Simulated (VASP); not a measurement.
# MoP (P-6m2) in VASP: single point with LDA

Aim: the single point of MoP with LDA.

All numbers are computed with VASP 6.6.1; they aren't measurements. Logs are shortened: lines on timing, memory, paths and dates and some standing lists are left out, and cuts for length are marked.

## 1. The cell of the first run

Symmetry: P-6m2, No. 187, hexagonal system. The conventional cell has a = 3.241 Å, b = 3.241 Å, c = 3.195 Å, α = 90.00°, β = 90.00°, γ = 120.00°. Within 3.3 Å of Mo (site symmetry -6m2) lie 6 P at 2.46 Å and 8 Mo at 3.19 to 3.24 Å. P (site symmetry -6m2) has 6 Mo at 2.46 Å and 8 P at 3.19 to 3.24 Å within 3.3 Å.

## 2. Single point, LDA

The input, INCAR:

```
PREC = Accurate
ENCUT = 500
EDIFF = 1E-6
ISMEAR = 1
SIGMA = 0.1
LREAL = F
LASPH = T
NELM = 120
ALGO = Normal
ISIF = 2
LWAVE = F
LCHARG = F
NBANDS = 90
GGA_COMPAT = F
```

The input, KPOINTS:

```
regular mesh
0
Gamma
  3 3 3
```

The input, POSCAR:

```
MoP
1.0
    6.4818669004     -0.0000000578      0.0000000000
   -3.2409334001      5.6134614286      0.0000000000
    0.0000000000      0.0000000000      6.3890524457
Mo P
8 8
Direct
    0.0000000000      0.0000000000      0.0000000000
    0.0000000000      0.0000000000      0.5000000000
    0.0000000000      0.5000000000      0.0000000000
    0.0000000000      0.5000000000      0.5000000000
    0.5000000000      0.0000000000      0.0000000000
    0.5000000000      0.0000000000      0.5000000000
    0.5000000000      0.5000000000      0.0000000000
    0.5000000000      0.5000000000      0.5000000000
    0.1666666666      0.3333333334      0.2500000000
    0.1666666666      0.3333333334      0.7500000000
    0.1666666666      0.8333333333      0.2500000000
    0.1666666666      0.8333333333      0.7500000000
    0.6666666666      0.3333333334      0.2500000000
    0.6666666666      0.3333333334      0.7500000000
    0.6666666666      0.8333333333      0.2500000000
    0.6666666666      0.8333333333      0.7500000000
```

Potentials or basis: VASP PAW LDA potentials, release 64 (Mo_sv, P).

On the command line:

```
> cat potpaw_LDA.64/Mo_sv/POTCAR potpaw_LDA.64/P/POTCAR > POTCAR
> mpirun -np 1 vasp_std > vasp.out
```

OUTCAR:

```text
PREC = Accurate
   ENCUT = 500
   EDIFF = 1E-6
   ISMEAR = 1
   LREAL = F
   LASPH = T
   NELM = 120
   ISIF = 2

 ion  position               nearest neighbor table
   1  0.000  0.000  0.000-  11 2.46  12 2.46   9 2.46  10 2.46  15 2.46  16 2.46   2 3.19   2 3.19
                             3 3.24   3 3.24   5 3.24   5 3.24   7 3.24   7 3.24
   2  0.000  0.000  0.500-  11 2.46  12 2.46   9 2.46  10 2.46  15 2.46  16 2.46   1 3.19   1 3.19
                             4 3.24   4 3.24   6 3.24   6 3.24   8 3.24   8 3.24
   3  0.000  0.500  0.000-   9 2.46  10 2.46  11 2.46  12 2.46  13 2.46  14 2.46   4 3.19   4 3.19
                             1 3.24   1 3.24   7 3.24   7 3.24   5 3.24   5 3.24
   4  0.000  0.500  0.500-   9 2.46  10 2.46  11 2.46  12 2.46  13 2.46  14 2.46   3 3.19   3 3.19
                             2 3.24   2 3.24   8 3.24   8 3.24   6 3.24   6 3.24
   5  0.500  0.000  0.000-  15 2.46  16 2.46  13 2.46  14 2.46  11 2.46  12 2.46   6 3.19   6 3.19
                             7 3.24   7 3.24   1 3.24   1 3.24   3 3.24   3 3.24
   6  0.500  0.000  0.500-  15 2.46  16 2.46  13 2.46  14 2.46  11 2.46  12 2.46   5 3.19   5 3.19
                             8 3.24   8 3.24   2 3.24   2 3.24   4 3.24   4 3.24
   7  0.500  0.500  0.000-  13 2.46  14 2.46  15 2.46  16 2.46   9 2.46  10 2.46   8 3.19   8 3.19
                             5 3.24   5 3.24   3 3.24   3 3.24   1 3.24   1 3.24
   8  0.500  0.500  0.500-  13 2.46  14 2.46  15 2.46  16 2.46   9 2.46  10 2.46   7 3.19   7 3.19
                             6 3.24   6 3.24   4 3.24   4 3.24   2 3.24   2 3.24
   9  0.167  0.333  0.250-   3 2.46   4 2.46   1 2.46   2 2.46   7 2.46   8 2.46
  10  0.167  0.333  0.750-   3 2.46   4 2.46   1 2.46   2 2.46   7 2.46   8 2.46
  11  0.167  0.833  0.250-   1 2.46   2 2.46   3 2.46   4 2.46   5 2.46   6 2.46
  12  0.167  0.833  0.750-   1 2.46   2 2.46   3 2.46   4 2.46   5 2.46   6 2.46
  13  0.667  0.333  0.250-   7 2.46   8 2.46   5 2.46   6 2.46   3 2.46   4 2.46
  14  0.667  0.333  0.750-   7 2.46   8 2.46   5 2.46   6 2.46   3 2.46   4 2.46
[... 7 lines left out ...]
  Lattice vectors:

 A1 = (   6.4818669004,  -0.0000000578,   0.0000000000)
 A2 = (  -3.2409334001,   5.6134614286,   0.0000000000)
 A3 = (   0.0000000000,   0.0000000000,   6.3890524457)

Analysis of symmetry for initial positions (statically):
=====================================================================
 Subroutine PRICEL returns following result:

  LATTYP: Found a hexagonal cell.
 ALAT       =     3.2409334502
 C/A-ratio  =     0.9856809070

  Lattice vectors:

 A1 = (   3.2409334502,  -0.0000000289,   0.0000000000)
 A2 = (  -1.6204667000,   2.8067307143,   0.0000000000)
 A3 = (   0.0000000000,   0.0000000000,   3.1945262228)

   8 primitive cells build up your supercell.

 Routine SETGRP: Setting up the symmetry group for a
 hexagonal supercell.

 Subroutine GETGRP returns: Found 12 space group operations
 (whereof 12 operations were pure point group operations)
 out of a pool of 24 trial point group operations.

The static configuration has the point symmetry D_3h.

Analysis of symmetry for dynamics (positions and initial velocities):
=====================================================================
 Subroutine PRICEL returns following result:

  LATTYP: Found a hexagonal cell.
 ALAT       =     3.2409334502
 C/A-ratio  =     0.9856809070

  Lattice vectors:

 A1 = (   3.2409334502,  -0.0000000289,   0.0000000000)
 A2 = (  -1.6204667000,   2.8067307143,   0.0000000000)
 A3 = (   0.0000000000,   0.0000000000,   3.1945262228)

   8 primitive cells build up your supercell.

 Routine SETGRP: Setting up the symmetry group for a
 hexagonal supercell.

 Subroutine GETGRP returns: Found 12 space group operations
 (whereof 12 operations were pure point group operations)
 out of a pool of 24 trial point group operations.

The dynamic configuration has the point symmetry D_3h.

 Subroutine INISYM returns: Found 12 space group operations
 (whereof 12 operations are pure point group operations),
 and found     8 'primitive' translations

----------------------------------------------------------------------------------------

                                     Primitive cell

  volume of cell :      29.0588

  direct lattice vectors                    reciprocal lattice vectors
     3.240933450 -0.000000029  0.000000000     0.308553082  0.178143201  0.000000000
    -1.620466700  2.806730714  0.000000000     0.000000003  0.356286408  0.000000000
     0.000000000  0.000000000  3.194526223     0.000000000  0.000000000  0.313035464

  length of vectors
     3.240933450  3.240933450  3.194526223     0.356286408  0.356286408  0.313035464

  position of ions in fractional coordinates (direct lattice)
     0.000000000  0.000000000  0.000000000
     0.333333333  0.666666667  0.500000000

  ion indices of the primitive-cell ions
   primitive index   ion index
                 1           1
                 2          11

----------------------------------------------------------------------------------------

 KPOINTS: regular mesh

Automatic generation of k-mesh.
 Grid dimensions read from file:
 generate k-points for:    3    3    3

 Generating k-lattice:

  Cartesian coordinates                     Fractional coordinates (reciprocal lattice)
     0.051425514  0.029690534  0.000000000     0.333333333  0.000000000  0.000000000
     0.000000001  0.059381068  0.000000000     0.000000000  0.333333333  0.000000000
     0.000000000  0.000000000  0.052172577     0.000000000  0.000000000  0.333333333

  Length of vectors
     0.059381068  0.059381068  0.052172577

  Shift w.r.t. Gamma in fractional coordinates (k-lattice)
     0.000000000  0.000000000  0.000000000

 Subroutine IBZKPT returns following result:
 ===========================================

 Found      6 irreducible k-points:

 Following reciprocal coordinates:
            Coordinates               Weight
  0.000000  0.000000  0.000000      1.000000
  0.333333 -0.000000  0.000000      6.000000
  0.333333  0.333333  0.000000      2.000000
  0.000000  0.000000  0.333333      2.000000
  0.333333 -0.000000  0.333333     12.000000
  0.333333  0.333333  0.333333      4.000000
   k-points           NKPTS =      6   k-points in BZ     NKDIM =      6   number of bands    NBANDS=     90
   number of dos      NEDOS =    301   number of ions     NIONS =     16
   total plane-waves  NPLWV = 110592
   dimension x,y,z NGX =    48 NGY =   48 NGZ =   48
   dimension x,y,z NGXF=    96 NGYF=   96 NGZF=   96
   ions per type =               8   8
   NGX,Y,Z   is equivalent  to a cutoff of  12.31, 12.31, 12.49 a.u.
   NGXF,Y,Z  is equivalent  to a cutoff of  24.62, 24.62, 24.98 a.u.
 SYSTEM =  unknown system
   PREC   = accura    normal or accurate (medium, high low for compatibility)
   ISTART =      0    job   : 0-new  1-cont  2-samecut
   ICHARG =      2    charge: 1-file 2-atom 10-const
   ISPIN  =      1    spin polarized calculation?
   LNONCOLLINEAR =      F non collinear calculations
   LSORBIT =      F    spin-orbit coupling
   LASPH  =      T    aspherical Exc in radial PAW
   ENCUT  =  500.0 eV  36.75 Ry    6.06 a.u.  11.82 11.82 11.65*2*pi/ulx,y,z
   NELM   =    120;   NELMIN=  2; NELMDL= -5     # of ELM steps
   EDIFF  = 0.1E-05   stopping-criterion for ELM
   LREAL  =      F    real-space projection
   EDIFFG = 0.1E-04   stopping-criterion for IOM
   NSW    =      0    number of steps for IOM
   IBRION =     -1    ionic relax: 0-MD 1-quasi-New 2-CG
   NFREE  =      0    steps in history (QN), initial steepest desc. (CG)
   ISIF   =      2    stress and relaxation
   ISYM   =      2    0-nonsym 1-usesym 2-fastsym
   POTIM  = 0.5000    time-step for ionic-motion
   TEBEG  =    0.0;   TEEND  =   0.0 temperature during run
   PSTRESS=    0.0 pullay stress
   NELECT =     152.0000    total number of electrons
   NUPDOWN=      -1.0000    fix difference up-down
   EMIN   =  10.00;   EMAX   =-10.00  energy-range for DOS
   EFERMI =   0.00;   METHOD = LEGACY
   ISMEAR =     1;   SIGMA  =   0.10  broadening in eV -4-tet -1-fermi 0-gaus
   EFERMI_NEDOS =   21; number of points for ismear=-14 and -15
   IALGO  =     38    algorithm
   IMIX   =      4    mixing-type and parameters
     AMIX     =   0.40;   BMIX     =  1.00
     AMIX_MAG =   1.60;   BMIX_MAG =  1.00
  volume/ion in A,a.u.               =      14.53        98.05
  Fermi-wavevector in a.u.,A,eV,Ry     =   1.420911  2.685133 27.470007  2.018989
  Thomas-Fermi vector in A             =   2.541776
   LORBIT       =      0    0 simple, 1 ext, 2 COOP (PROOUT), +10 PAW based schemes
   GGA     = CA    functional components
   LHFCALC =     F    Hartree Fock is set to
   AEXX    =    0.0000 exact exchange contribution
   IVDW    =     0    specifies the selected vdW correction
   LEPSILON=     F    determine dielectric tensor
   LRPA    =     F    only Hartree local field effects (RPA)
 non-spin polarized calculation
 Methfessel and Paxton  Order N= 1 SIGMA  =   0.10
  energy-cutoff  :      500.00
  volume of cell :      232.47
 maximum number of plane-waves:      5928
 NGX is ok and might be reduce to    48
   NGX = 23   NGY = 23   NGZ = 23

 number of electron     151.9999998 magnetization

 Free energy of the ion-electron system (eV)
  ---------------------------------------------------
  ext. energy  EPLUGINS =         0.00000000
  ---------------------------------------------------
  free energy    TOTEN  =      -157.40452124 eV

  energy without entropy =     -157.39948507  energy(sigma->0) =     -157.40284251

 E-fermi :  11.7080     XC(G=0): -12.6908

 val. band max:       11.6918375543   @ k =   0.3333   0.3333   0.0000
 cond. band min:      11.7222683189   @ k =   0.3333  -0.0000   0.0000
 fundamental gap:      0.0304307647
 Fermi energy:        11.7080345839

 k-point     1 :       0.0000    0.0000    0.0000
  band No.  band energies     occupation
      1     -49.2223      2.00000
      2     -49.2017      2.00000
      3     -49.1911      2.00000
      4     -49.1911      2.00000
      5     -49.1911      2.00000
      6     -49.1716      2.00000
[... 535 lines left out ...]
     87      13.8366      0.00000
     88      13.8366      0.00000
 [bands above 88 left out]

------------------------ aborting loop because EDIFF is reached ----------------------------------------

  FORCE on cell =-STRESS in cart. coord.  units (eV):
  Direction    XX          YY          ZZ          XY          YZ          ZX
  --------------------------------------------------------------------------------------
  -------------------------------------------------------------------------------------
  Total      -12.2453893    -12.2453893    -14.5057620     -0.0000000     -0.0000000      0.0000000
  in kB      -84.3948367    -84.3948367    -99.9732540     -0.0000000     -0.0000000      0.0000000
  external PRESSURE =     -89.5876425 kB  Pullay stress =       0.0000000 kB

 VOLUME and BASIS-vectors are now :
 -----------------------------------------------------------------------------
  energy-cutoff  :      500.00
  volume of cell :      232.47
      direct lattice vectors                 reciprocal lattice vectors
     6.481866900 -0.000000058  0.000000000     0.154276541  0.089071601  0.000000000
    -3.240933400  5.613461429  0.000000000     0.000000002  0.178143204  0.000000000
     0.000000000  0.000000000  6.389052446     0.000000000  0.000000000  0.156517732

 POSITION                                       TOTAL-FORCE (eV/Angst)
 -----------------------------------------------------------------------------------
      0.00000      0.00000      0.00000         0.000000     -0.000000     -0.000000
      0.00000      0.00000      3.19453         0.000000      0.000000     -0.000000
     -1.62047      2.80673      0.00000         0.000000     -0.000000      0.000000
     -1.62047      2.80673      3.19453         0.000000     -0.000000     -0.000000
      3.24093     -0.00000      0.00000         0.000000     -0.000000      0.000000
      3.24093     -0.00000      3.19453         0.000000      0.000000     -0.000000
[... 8 lines left out ...]
      1.62047      4.67788      1.59726        -0.000000      0.000000     -0.000000
      1.62047      4.67788      4.79179         0.000000      0.000000     -0.000000
 -----------------------------------------------------------------------------------
    total drift:                                0.000000      0.000000      0.000000

  FREE ENERGIE OF THE ION-ELECTRON SYSTEM (eV)
  ---------------------------------------------------
  free  energy   TOTEN  =      -157.4045212360 eV

  energy  without entropy=     -157.3994850663  energy(sigma->0) =     -157.40284251
```

Run time: 2.4 min. Hardware: 1 thread of AMD EPYC 7R43 (Zen 3), shared host; peak memory 0.25 GiB.

What came out:

```yaml
Free_energy: -157.4045 eV
Pressure: -9.0 GPa
Band_gap_on_the_k_mesh: zero (bands 76 and 77 overlap by 0.56 eV)
```

Caveat: the k points lie up to 0.37 Å⁻¹ apart, too coarse for converged energies and pressures of a metal.
